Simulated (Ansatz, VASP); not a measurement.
**PtSe2 in VASP and in Ansatz**

```
CELL_PARAMETERS angstrom
3.72700 0.00000 0.00000
-1.86350 3.22768 0.00000
0.00000 0.00000 5.07000
ATOMIC_POSITIONS crystal
Pt 0.00000 0.00000 0.00000
Se 0.33333 0.66667 0.25854
Se 0.66667 0.33333 0.74146
```

Alike in both runs: functional PBE; k mesh 14 × 14 × 10; occupations gaussian, width 0.02 eV; no spin polarisation.

Ansatz relaxed the structure, and its values are those at the end. VASP's run is a single point on that final structure, the one shown.

|  | VASP | Ansatz |
| --- | --- | --- |
| version | VASP 6.6.1 | Ansatz 0.2.0 |
| potentials or method | VASP PAW PBE potentials, release 64 (Pt, Se) | scalar-relativistic, plane waves, PAW |
| plane-wave cutoff (eV) | 520 | 420 |
| valence electrons in the cell | 22 | 50 |

```csv
,VASP,Ansatz,Ansatz less VASP
gap on the k mesh at the Fermi level (eV),none,none,-
pressure (GPa),4.2,4.2,+0.02
```

A gap of «none» marks a metal or a gap that the smearing closes. VASP's potentials hold 22 valence electrons a cell and Ansatz's 50, so a difference there can come from the potentials and not from the codes. Ansatz's warnings: stress scf threshold loose.

Neither program's run includes spin-orbit coupling.
